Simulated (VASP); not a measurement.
Sb:

```xyz
1
Lattice="0.0000 2.3712 2.3712 2.3712 0.0000 2.3712 2.3712 2.3712 0.0000" Properties=species:S:1:pos:R:3 pbc="T T T"
Sb    0.0000    0.0000    0.0000
```

| Quantity | Value |
| --- | --- |
| Program | VASP 6.6.1 |
| Task | relaxation of cell and atoms |
| Functional | PBE |
| Dispersion | D4 |
| Potentials or basis | VASP PAW PBE potentials, release 64 (Sb) |
| Cutoff | 600 eV |
| k mesh | 10 × 10 × 10 |
| Occupations | fermi-dirac, width 0.05 eV |
| Spin | no spin polarisation |

At the start: pressure -1.4 GPa; volume 26.67 Å³/atom.

Question: Where does the relaxation end?

Answer: Over 3 steps the energy falls by 2.8 meV/atom and the volume is 26.04 Å³/atom (-2.3 %); space group Fm-3m (No. 225, to 0.05 Å).

Step by step:
| step | energy change (eV) | largest force (eV/Å) | pressure (GPa) | volume (Å³) |
| --- | --- | --- | --- | --- |
| 1 | 0.0000 | 0.0000 | -1.41 | 26.67 |
| 2 | -0.0023 | 0.0000 | 0.67 | 25.77 |
| 3 | -0.0028 | 0.0000 | 0.01 | 26.04 |

Final structure:
```yaml
crystal:
  lattice:
    - [0.00000, 2.35257, 2.35257]
    - [2.35257, 0.00000, 2.35257]
    - [2.35257, 2.35257, 0.00000]
  atoms:
    - { symbol: Sb, position: [0.00000, 0.00000, 0.00000] }
```

Caveat: pairwise dispersion overbinds metals, which lowers pressure and volume.
